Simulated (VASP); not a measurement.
Wanted: the native input for a VASP 6.6.1 run.

```yaml
Task: single point
Functional: LDA
Potentials_or_basis: VASP PAW LDA potentials, release 64 (La, Sb, Au)
Cutoff: 520 eV
k_mesh: 6 × 6 × 3
Occupations: fermi-dirac, width 0.1 eV
Spin: no spin polarisation
Dipole_correction: no
Further_INCAR_settings: ALGO = Normal; EDIFF = 1e-06; NBANDS = 42
```

The structure of LaSb2Au lies in POSCAR:

```
LaSb2Au
1.0
    4.5512719797      0.0000000000      0.0000000000
    0.0000000000      4.5512719797      0.0000000000
    0.0000000000      0.0000000000     10.7030814454
La Sb Au
2 4 2
Direct
    0.5000000000      0.0000000000      0.7531500000
    0.0000000000      0.5000000000      0.2468500000
    0.5000000000      0.0000000000      0.1694000000
    0.0000000000      0.5000000000      0.8306000000
    0.0000000000      0.0000000000      0.5000000000
    0.5000000000      0.5000000000      0.5000000000
    0.0000000000      0.0000000000      0.0000000000
    0.5000000000      0.5000000000      0.0000000000
```

These files were run (other wordings do the same):

INCAR

```
PREC = Accurate
ENCUT = 520
EDIFF = 1E-6
ISMEAR = -1
SIGMA = 0.1
LREAL = False
LASPH = True
NELM = 100
ALGO = Normal
ISIF = 2
LWAVE = False
LCHARG = False
NBANDS = 42
```

KPOINTS

```
Automatic mesh
0
Gamma
  6 6 3
```

Potentials or basis: VASP PAW LDA potentials, release 64 (La, Sb, Au).

The run is started by

```bash
$ cat potpaw_LDA.64/La/POTCAR potpaw_LDA.64/Sb/POTCAR potpaw_LDA.64/Au/POTCAR > POTCAR
$ mpirun -np 1 vasp_std > vasp.out
```

Results of the run:

- Pressure: -7.5 GPa
- Largest force: 0.390 eV/Å
- Band gap on the k mesh: zero (bands 32 and 33 overlap by 0.80 eV)

Caveat: the cell stands under tension; spin-orbit coupling is left out, which moves the levels of the heavy elements.

It took 2.4 min on 1 thread of Intel(R) Xeon(R) Platinum 8488C (Sapphire Rapids), on a shared host, peak memory 0.37 GiB.
